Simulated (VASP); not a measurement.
# ScAl3 in VASP: further runs, part 2 of 2

VASP 6.6.1. The steps go on from the part before.

### Step 3. Single point, PBE

The input, INCAR:

```
SYSTEM = ScAl3
  ALGO = Normal
  EDIFF = 1E-6
  ENCUT = 520
  GGA = PE
  ISIF = 2
  ISMEAR = -1
  ISYM = 0
  LASPH = .TRUE.
  LCHARG = .FALSE.
  LREAL = Auto
  LWAVE = .FALSE.
  NBANDS = 54
  NELM = 60
  PREC = Accurate
  SIGMA = 0.1801
```

The input, KPOINTS:

```
Automatic mesh
0
Gamma
  1 1 1
  0.25 0.25 0.25
```

The input, POSCAR:

```
ScAl3
1.0
    7.0248240000      0.2007760000     -0.0094590000
    0.2007760000      6.6358760000      0.3234210000
   -0.0094590000      0.3234210000      6.6710660000
Sc Al
4 12
Direct
    0.4356540468      0.9685050817      0.6268717728
    0.7083898027      0.2839580141      0.3616282127
    0.6888613841      0.7114107257     -0.1892183691
    0.3924421561      0.5315352178      0.1433123970
    0.1722743878      0.2833380514      0.9252283020
    0.9679236078      0.4274451089      0.6359773483
    1.1774770701      0.2239164354      0.3622187935
   -0.0535894347      0.9866718890      0.0621300537
    0.4805156044      0.0233405462      0.1194388385
    0.8991311253      1.0470379287      0.6883386894
    0.9874195573      0.5457089666      0.1726258235
    0.6325225261      0.3055321494      0.8661534030
    0.6909675353      0.7623962636      0.3661272276
    0.1170975447      0.6919661468      0.8405579022
    0.3706132110      0.4982447302      0.5999749997
    0.2112768381      0.8087115570      0.4109815683
```

Potentials or basis: VASP PAW PBE potentials, release 64 (Sc_sv, Al).

Launch:

```
$ cat potpaw_PBE.64/Sc_sv/POTCAR potpaw_PBE.64/Al/POTCAR > POTCAR
$ mpirun -np 1 vasp_std > vasp.out
```

OUTCAR:

```text
SYSTEM = ScAl3
   EDIFF = 1E-6
   ENCUT = 520
   GGA = PE
   ISIF = 2
   ISMEAR = -1
   ISYM = 0
   LASPH = .TRUE.
   LREAL = Auto
   NELM = 60
   PREC = Accurate

 ion  position               nearest neighbor table
   1  0.436  0.969  0.627-  16 2.49   3 2.61  13 2.88   7 2.89  15 3.21  14 3.23  12 3.25   2 3.31
                            10 3.36   9 3.36   9 3.39
   2  0.708  0.284  0.362-  10 2.85   6 2.85  11 2.91   4 2.98   9 3.01  13 3.18  15 3.20   7 3.30
                             1 3.31   8 3.33  12 3.34
   3  0.689  0.711  0.811-   1 2.61  12 2.74  10 2.80  13 2.96   6 2.96  14 3.01  15 3.12   8 3.23
                             4 3.24  11 3.26   9 3.34
   4  0.392  0.532  0.143-   5 2.83  11 2.85  14 2.88   7 2.90  16 2.93  12 2.96   2 2.98  15 3.04
                            13 3.13   3 3.24   9 3.35
   5  0.172  0.283  0.925-   6 2.49   8 2.70  14 2.72  11 2.79   4 2.83  15 2.89   7 2.91   9 2.91
                            10 3.08  12 3.27
   6  0.968  0.427  0.636-   5 2.49  10 2.59  14 2.60   7 2.76   2 2.85  15 2.90  12 2.93   3 2.96
                            11 3.12  13 3.27
   7  0.177  0.224  0.362-  11 2.66  16 2.74   6 2.76   1 2.89   4 2.90   5 2.91  15 2.92   9 3.01
                            10 3.12   8 3.17   2 3.30
   8  0.946  0.987  0.062-  10 2.51   5 2.70  14 2.79  11 2.95  13 3.05  16 3.08  12 3.16   7 3.17
                             3 3.23   9 3.29   2 3.33
   9  0.481  0.023  0.119-  13 2.65  12 2.67   5 2.91   7 3.01   2 3.01  16 3.03   8 3.29   3 3.34
                             4 3.35   1 3.36   1 3.39
  10  0.899  0.047  0.688-   8 2.51   6 2.59   3 2.80  12 2.81  14 2.84   2 2.85   5 3.08   7 3.12
                            16 3.31   1 3.36
  11  0.987  0.546  0.173-  14 2.53   7 2.66   5 2.79  13 2.85   4 2.85   2 2.91   8 2.95  16 2.99
                             6 3.12   3 3.26
  12  0.633  0.306  0.866-   9 2.67  15 2.73   3 2.74  10 2.81   6 2.93   4 2.96   8 3.16   1 3.25
                             5 3.27   2 3.34
  13  0.691  0.762  0.366-   9 2.65  11 2.85   1 2.88   3 2.96   8 3.05   4 3.13   2 3.18  15 3.25
                             6 3.27
  14  0.117  0.692  0.841-  11 2.53   6 2.60   5 2.72  15 2.75   8 2.79  10 2.84   4 2.88  16 2.98
                             3 3.01   1 3.23
  15  0.371  0.498  0.600-  16 2.52  12 2.73  14 2.75   5 2.89   6 2.90   7 2.92   4 3.04   3 3.12
                             2 3.20   1 3.21  13 3.25
[... 136 lines left out ...]
  energy-cutoff  :      520.00
  volume of cell :      309.97
 maximum number of plane-waves:      8348
 NGX is ok and might be reduce to    54
   NGX = 27   NGY = 25   NGZ = 25

 number of electron      80.0000006 magnetization

 Free energy of the ion-electron system (eV)
  ---------------------------------------------------
  ext. energy  EPLUGINS =         0.00000000
  ---------------------------------------------------
  free energy    TOTEN  =       -69.91895730 eV

  energy without entropy =      -68.82012641  energy(sigma->0) =      -69.36954185

 E-fermi :   5.9845     XC(G=0):  -9.8781

 val. band max:        5.8204407204   @ k =   0.2500   0.2500   0.2500
 cond. band min:       6.0309677547   @ k =   0.2500   0.2500   0.2500
 fundamental gap:      0.2105270342
 Fermi energy:         5.9844625738

 k-point     1 :       0.2500    0.2500    0.2500
  band No.  band energies     occupation
      1     -43.3923      2.00000
      2     -43.3262      2.00000
      3     -43.2416      2.00000
      4     -43.1863      2.00000
      5     -22.3713      2.00000
      6     -22.1578      2.00000
[... 44 lines left out ...]
     51       7.8543      0.00006
     52       7.9982      0.00003
 [bands above 52 left out]

------------------------ aborting loop because EDIFF is reached ----------------------------------------

  FORCE on cell =-STRESS in cart. coord.  units (eV):
  Direction    XX          YY          ZZ          XY          YZ          ZX
  --------------------------------------------------------------------------------------
  -------------------------------------------------------------------------------------
  Total       -0.0088291      1.2535864      0.5286078     -6.1801541    -10.6438413      1.8139397
  in kB       -0.0456356      6.4795147      2.7322584    -31.9438680    -55.0156932      9.3758583
  external PRESSURE =       3.0553792 kB  Pullay stress =       0.0000000 kB

 VOLUME and BASIS-vectors are now :
 -----------------------------------------------------------------------------
  energy-cutoff  :      520.00
  volume of cell :      309.97
      direct lattice vectors                 reciprocal lattice vectors
     7.024824000  0.200776000 -0.009459000     0.142476656 -0.004330873  0.000411985
     0.200776000  6.635876000  0.323421000    -0.004330873  0.151184571 -0.007335744
    -0.009459000  0.323421000  6.671066000     0.000411985 -0.007335744  0.150257310

 POSITION                                       TOTAL-FORCE (eV/Angst)
 -----------------------------------------------------------------------------------
      3.24892      6.71709      4.49102        -0.371615      1.630873      0.389852
      5.02991      2.14350      2.49758         0.479621     -0.013224      0.440415
      4.97430      5.12136      5.63235         1.666116     -0.035616      1.536470
      2.86220      3.65235      1.12424         0.223720      0.347279     -0.414868
      1.25833      2.21402      6.26227         1.112004     -0.574380      0.754845
      6.87930      3.23650      4.37174        -1.022560      0.286162     -1.430582
[... 8 lines left out ...]
      2.69785      3.57474      4.16011         0.917061     -0.273833      0.702718
      1.64266      5.54185      3.00124        -2.052034      0.288951     -1.176157
 -----------------------------------------------------------------------------------
    total drift:                               -0.004070     -0.018322     -0.000799

  FREE ENERGIE OF THE ION-ELECTRON SYSTEM (eV)
  ---------------------------------------------------
  free  energy   TOTEN  =       -69.9189572964 eV

  energy  without entropy=      -68.8201264089  energy(sigma->0) =      -69.36954185
```

Wall time 38 s (1 thread of Intel Xeon Platinum 8559C (Emerald Rapids), shared host); peak memory 0.33 GiB.

What came out:

```yaml
Free_energy: -69.9190 eV
Pressure: 0.3 GPa
Largest_force: 2.383 eV/Å
Band_gap_on_the_k_mesh: 0.21 eV
```

Forces in eV/Å, atoms in the order of the input:
```
Sc  -0.372  1.631  0.390
Sc   0.480 -0.013  0.440
Sc   1.666 -0.036  1.536
Sc   0.224  0.347 -0.415
Al   1.112 -0.574  0.755
Al  -1.023  0.286 -1.431
Al  -0.313 -0.737 -0.342
Al  -0.734 -0.727  1.242
Al  -0.219  0.066  0.077
Al   0.625 -0.114 -0.766
Al  -0.880  0.588  0.836
Al  -0.220 -1.208 -0.159
Al   0.255 -0.531 -0.564
Al   0.533  1.007 -1.127
Al   0.917 -0.274  0.703
Al  -2.052  0.289 -1.176
```

Caveat: the k points lie up to 0.95 Å⁻¹ apart.

### Step 4. Single point, PBE

The input, INCAR:

```
ALGO = Normal
EDIFF = 1E-7
ENCUT = 520
GGA = PE
ISIF = 2
ISMEAR = -1
ISYM = 0
LASPH = T
LCHARG = F
LREAL = Auto
LWAVE = F
NBANDS = 54
NELM = 80
PREC = Accurate
SIGMA = 0.1801
```

KPOINTS is that of step 3.

The input, POSCAR:

```
ScAl3
1.0
    7.0248240000      0.2007760000     -0.0094590000
    0.2007760000      6.6358760000      0.3234210000
   -0.0094590000      0.3234210000      6.6710660000
Sc Al
4 12
Direct
    0.3944561689      1.0571961870      0.5929573644
    0.8118993267      0.2796849790      0.3120739264
    0.8240891109      0.7518066130     -0.2507993457
    0.5279164289      0.4992175112      0.0188069095
    0.2547745689      0.2573307984      0.8804688379
    1.1102054223      0.4567641190      0.5021638708
    1.2270060785      0.2014597532      0.2449552943
   -0.0712775222      0.9607380698      0.0290831958
    0.5482837336      0.0189909314      0.0446826864
    1.0434731940      0.9171484703      0.4216025051
    1.0804748337      0.5633854822      0.0739852544
    0.7819703462      0.2039396290      0.6864613989
    0.7428337003      0.6872319723      0.2838240863
    0.2598173226      0.7086565014      0.7752596388
    0.5035977033      0.5057222471      0.5864385596
    0.3648052600      0.7660429725      0.3167131473
```

Potentials or basis: VASP PAW PBE potentials, release 64 (Sc_sv, Al).

Launch:

```
$ cat potpaw_PBE.64/Sc_sv/POTCAR potpaw_PBE.64/Al/POTCAR > POTCAR
$ mpirun -np 1 vasp_std > vasp.out
```

OUTCAR:

```text
EDIFF = 1E-7
   ENCUT = 520
   GGA = PE
   ISIF = 2
   ISMEAR = -1
   ISYM = 0
   LASPH = T
   LREAL = Auto
   NELM = 80
   PREC = Accurate

 ion  position               nearest neighbor table
   1  0.394  0.057  0.593-   5 2.60   7 2.67  14 2.73  16 2.82  10 2.95  12 3.03  15 3.12   9 3.19
                             6 3.24
   2  0.812  0.280  0.312-  12 2.51  13 2.71   6 2.82  10 2.86   7 2.98   4 3.01   8 3.05  11 3.08
                            15 3.24   9 3.25
   3  0.824  0.752  0.749-   8 2.57  10 2.85  11 2.95  12 2.99  14 3.06  15 3.11   4 3.20  13 3.23
                             6 3.28   9 3.33
   4  0.528  0.499  0.019-  14 2.72  13 2.76   5 2.79  15 2.89  16 2.98   2 3.01   9 3.17  11 3.18
                             3 3.20   7 3.25
   5  0.255  0.257  0.880-   7 2.44   1 2.60   9 2.69  11 2.74   4 2.79   6 2.89  14 3.02  15 3.06
                             8 3.21
   6  0.110  0.457  0.502-   7 2.63   2 2.82  14 2.83  15 2.86  11 2.88   5 2.89  16 2.98  10 3.06
                            12 3.12  13 3.20   1 3.24   3 3.28
   7  0.227  0.201  0.245-   5 2.44  10 2.55   6 2.63   1 2.67  11 2.71   9 2.89   2 2.98  16 2.99
                             8 3.14   4 3.25
[... 179 lines left out ...]
      3     -43.2767      2.00000
      4     -43.2123      2.00000
      5     -22.3065      2.00000
      6     -22.2414      2.00000
[... 44 lines left out ...]
     51       7.7685      0.00006
     52       7.9442      0.00002
 [bands above 52 left out]

------------------------ aborting loop because EDIFF is reached ----------------------------------------

  FORCE on cell =-STRESS in cart. coord.  units (eV):
  Direction    XX          YY          ZZ          XY          YZ          ZX
  --------------------------------------------------------------------------------------
  -------------------------------------------------------------------------------------
  Total        2.2078536      2.8326036     13.7521598     -6.0838558     -7.3794669     -1.9492274
  in kB       11.4119134     14.6411099     71.0819132    -31.4461232    -38.1428543    -10.0751310
  external PRESSURE =      32.3783122 kB  Pullay stress =       0.0000000 kB

 VOLUME and BASIS-vectors are now :
 -----------------------------------------------------------------------------
  energy-cutoff  :      520.00
  volume of cell :      309.97
      direct lattice vectors                 reciprocal lattice vectors
     7.024824000  0.200776000 -0.009459000     0.142476656 -0.004330873  0.000411985
     0.200776000  6.635876000  0.323421000    -0.004330873  0.151184571 -0.007335744
    -0.009459000  0.323421000  6.671066000     0.000411985 -0.007335744  0.150257310

 POSITION                                       TOTAL-FORCE (eV/Angst)
 -----------------------------------------------------------------------------------
      2.77686      0.65052      3.97043         1.100698     -0.103722     -0.471963
      5.75665      2.11990      2.16464        -0.118222     -0.656703     -1.599696
      5.93294      5.39666      5.23332        -0.400969     -0.946178     -1.180475
      3.80857      3.42482      0.28193        -0.098386     -0.761051      0.341471
      1.83308      2.04353      5.95448        -0.451569      0.820037     -0.473590
      0.86113      3.21557      3.49665        -0.460835      0.037302      0.318787
[... 8 lines left out ...]
      3.63368      3.64669      4.07097         0.891542     -0.918385      0.010224
      2.71350      5.25904      2.35712        -0.155226      0.462124     -0.663355
 -----------------------------------------------------------------------------------
    total drift:                                0.007039     -0.012205     -0.008892

  FREE ENERGIE OF THE ION-ELECTRON SYSTEM (eV)
  ---------------------------------------------------
  free  energy   TOTEN  =       -69.4948532023 eV

  energy  without entropy=      -68.4510562423  energy(sigma->0) =      -68.97295472
```

stdout:

```text
POSCAR found type information on POSCAR ScAl
 POSCAR found :  2 types and      16 ions
 scaLAPACK will be used
 LDA part: xc-table for (Slater+PW92), standard interpolation
 POSCAR, INCAR and KPOINTS ok, starting setup
 FFT: planning ... GRIDC
 FFT: planning ... GRID_SOFT
 FFT: planning ... GRID
 WAVECAR not read
 entering main loop
```

Wall time 44 s (1 thread of Intel Xeon Platinum 8559C (Emerald Rapids), shared host); peak memory 0.32 GiB.

Results:

```
Free energy            : -69.4949 eV
Pressure               : 3.2 GPa
Largest force          : 2.274 eV/Å
Band gap on the k mesh : 0.32 eV
```

Forces in eV/Å, atoms in the order of the input:
```
Sc   1.101 -0.104 -0.472
Sc  -0.118 -0.657 -1.600
Sc  -0.401 -0.946 -1.180
Sc  -0.098 -0.761  0.341
Al  -0.452  0.820 -0.474
Al  -0.461  0.037  0.319
Al   0.246 -0.147 -0.432
Al   0.915  1.216  0.367
Al   0.132  0.210 -0.097
Al  -0.501 -0.189  0.978
Al  -0.661 -0.129  0.853
Al   0.146 -0.304  2.249
Al   0.639  1.082  0.319
Al  -1.223  0.328 -0.518
Al   0.892 -0.918  0.010
Al  -0.155  0.462 -0.663
```

Caveat: the k points lie up to 0.95 Å⁻¹ apart.
